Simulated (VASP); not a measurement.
Crystal: Be.

```
CELL_PARAMETERS angstrom
2.28530 0.00000 0.00000
-1.14265 1.97913 0.00000
0.00000 0.00000 3.58420
ATOMIC_POSITIONS crystal
Be 0.33333 0.66667 0.25000
Be 0.66667 0.33333 0.75000
```

| Quantity | Value |
| --- | --- |
| Program | VASP 6.6.1 |
| Task | relaxation of cell and atoms |
| Functional | PBEsol |
| Potentials or basis | VASP PAW PBE potentials, release 64 (Be) |
| Cutoff | 600 eV |
| k mesh | 12 × 12 × 7 |
| Occupations | fermi-dirac, width 0.05 eV |
| Spin | no spin polarisation |

At the start: pressure -3.7 GPa; volume 8.11 Å³/atom.

**Question.** How do energy, volume and symmetry change on relaxing?

**Answer.** Over 5 steps the energy falls by 3.0 meV/atom and the volume is 7.85 Å³/atom (-3.1 %); space group P6_3/mmc (No. 194, to 0.05 Å).

Step by step:
```tsv
step	energy change (eV)	largest force (eV/Å)	pressure (GPa)	volume (Å³)
1	0.0000	0.0000	-3.65	16.21
2	-0.0059	0.0000	-0.54	15.78
3	-0.0061	0.0000	0.02	15.71
4	-0.0061	0.0000	0.10	15.70
5	-0.0061	0.0000	0.06	15.70
```

Final structure:
```yaml
crystal:
  lattice:
    - [2.25735, 0.00000, 0.00000]
    - [-1.12867, 1.95492, 0.00000]
    - [0.00000, 0.00000, 3.55798]
  atoms:
    - { symbol: Be, position: [0.33333, 0.66667, 0.25000] }
    - { symbol: Be, position: [0.66667, 0.33333, 0.75000] }
```

Caveat: the PAW data sets were made with another functional, which shifts forces and pressure a little.
